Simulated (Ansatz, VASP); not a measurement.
## One calculation of Ru, two programs

INCAR

```
  PREC = Accurate
  ENCUT = 520
  EDIFF = 1E-6
  ISMEAR = 0
  SIGMA = 0.1
  LREAL = F
  LASPH = T
  NELM = 60
  ALGO = Fast
  ISIF = 2
  LWAVE = F
  LCHARG = F
  GGA = PS
  NBANDS = 21
```

Contents of KPOINTS:

```
regular mesh
0
Gamma
  24 24 12
```

POSCAR

```
Ru
1.0
    2.6894812013      0.0000000000      0.0000000000
   -1.3447406006      2.3291590433      0.0000000000
    0.0000000000      0.0000000000      4.2944624790
Ru
2
Direct
    0.3333333333      0.6666666667      0.2500000000
    0.6666666667      0.3333333333      0.7500000000
```

Input for Ansatz:

```yaml
crystal:
  lattice:
    - [2.6894812013, 0.0, 0.0]
    - [-1.3447406006, 2.3291590433, 0.0]
    - [0.0, 0.0, 4.294462479]
  atoms:
    - { symbol: Ru, position: [0.3333333333, 0.6666666667, 0.25] }
    - { symbol: Ru, position: [0.6666666667, 0.3333333333, 0.75] }
basis:
  ecutwfc: 420
kpoints:
  mp_grid: { grid: [24, 24, 12] }
hamiltonian:
  xc: pbesol
scf:
  occupations: { method: gaussian, width: 0.1 }
output:
  forces: true
  stress: true
  eigenvalues: true
```

Change from the starting cell: strain along c alone, the other axes held, atoms relaxed: +1.0 %.

Alike in both runs: task single point; functional PBEsol; k mesh 24 × 24 × 12; occupations gaussian, width 0.1 eV; no spin polarisation.

|  | VASP | Ansatz |
| --- | --- | --- |
| version | VASP 6.6.1 | Ansatz 0.2.0 |
| potentials or method | VASP PAW PBE potentials, release 64 (Ru_pv), cutoff 520 eV | scalar-relativistic, plane waves, PAW |
| valence electrons in the cell | 28 | 32 |

```tsv
	VASP	Ansatz	Ansatz less VASP
gap on the k mesh at the Fermi level (eV)	none	none	-
pressure (GPa)	-3.5	-3.4	+0.06
traceless stress, the component that is largest in VASP (GPa)	-3.91	-3.92	-0.018
```

VASP's potentials were made for PBE, not for PBEsol. A gap of «none» marks a metal or a gap that the smearing closes. VASP's potentials hold 28 valence electrons a cell and Ansatz's 32, so a difference there can come from the potentials and not from the codes.
